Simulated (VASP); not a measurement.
Here is a VASP 6.6.1 calculation.

Contents of INCAR:

```
SYSTEM = Mg8H
ALGO = Normal
DIPOL = 0.5 0.5 0.319
EDIFF = 1E-6
ENCUT = 520
GGA = PE
IDIPOL = 3
ISIF = 2
ISMEAR = 0
LASPH = .True.
LCHARG = .False.
LDIPOL = .True.
LREAL = .False.
LWAVE = .False.
NBANDS = 18
NELM = 100
PREC = Accurate
SIGMA = 0.1
```

The input KPOINTS:

```
k-points
0
Gamma
  4 5 1
  0 0 0
```

Contents of POSCAR:

```
Mg8H
1.0
    6.4201385733      0.0000000000      0.0000000000
    0.0000000000      5.1379129567      0.0000000000
    0.0000000000      0.0000000000     19.1644777330
Mg H
8 1
Direct
    0.0000000000      0.7500000000      0.2087194890
    0.5000000000      0.7500000000      0.2087194890
    0.2500000000      0.2500000000      0.2570728643
    0.7500000000      0.2500000000      0.2570728643
    0.2500000000      0.7500000000      0.3587181927
    0.7500000000      0.7500000000      0.3587181927
    0.0000000000      0.2500000000      0.3999314690
    0.5000000000      0.2500000000      0.3999314690
    0.0625000000      0.6250000000      0.4247169083
```

Potentials or basis: VASP PAW PBE potentials, release 64 (Mg, H).

Launch:

```console
$ cat potpaw_PBE.64/Mg/POTCAR potpaw_PBE.64/H/POTCAR > POTCAR
$ mpirun -np 1 vasp_std > vasp.out
```

Task: What does it give for the largest force?

Result: 0.535 eV/Å.

Task: Predict the band gap on the k mesh.

Result: Zero (an odd number of electrons rules out a gap without spin polarisation).

Forces in eV/Å, atoms in the order of the input:
```
Mg  -0.011  0.003  0.252
Mg   0.006 -0.020  0.184
Mg  -0.096 -0.057 -0.100
Mg   0.147  0.002 -0.105
Mg   0.263  0.113 -0.180
Mg   0.042 -0.050  0.045
Mg   0.070  0.286 -0.041
Mg   0.080 -0.089 -0.066
H   -0.501 -0.187  0.010
```
